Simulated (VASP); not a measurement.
ZnSe:

```
CELL_PARAMETERS angstrom
3.58170 0.00000 0.00000
0.00000 3.58170 0.00000
0.00000 0.00000 3.58170
ATOMIC_POSITIONS crystal
Zn 0.50000 0.50000 0.50000
Se 0.00000 0.00000 0.00000
```

```yaml
Program: VASP 6.6.1
Task: relaxation of cell and atoms
Functional: PBE
Potentials_or_basis: VASP PAW PBE potentials, release 64 (Zn, Se)
Cutoff: 500 eV
k_mesh: 5 × 5 × 5
Occupations: fermi-dirac, width 0.1 eV
Spin: no spin polarisation
```

At the start: pressure -8.1 GPa; volume 22.97 Å³/atom.

How do energy, volume and symmetry change on relaxing?

Over 5 steps the energy falls by 135.8 meV/atom and the volume is 18.62 Å³/atom (-18.9 %); space group Pm-3m (No. 221, to 0.05 Å).

Step by step:
| step | energy change (eV) | largest force (eV/Å) | pressure (GPa) | volume (Å³) |
| --- | --- | --- | --- | --- |
| 1 | 0.0000 | 0.0000 | -8.11 | 45.95 |
| 2 | -0.2616 | 0.0000 | -2.18 | 38.64 |
| 3 | -0.2715 | 0.0000 | -0.15 | 37.33 |
| 4 | -0.2715 | 0.0000 | 0.12 | 37.17 |
| 5 | -0.2716 | 0.0000 | -0.01 | 37.25 |

Final structure:
```yaml
crystal:
  lattice:
    - [3.33965, 0.00000, 0.00000]
    - [0.00000, 3.33965, 0.00000]
    - [0.00000, 0.00000, 3.33965]
  atoms:
    - { symbol: Zn, position: [0.50000, 0.50000, 0.50000] }
    - { symbol: Se, position: [0.00000, 0.00000, 0.00000] }
```

Caveat: the volume moved by over 15 % at a fixed basis, so the end points are rough.
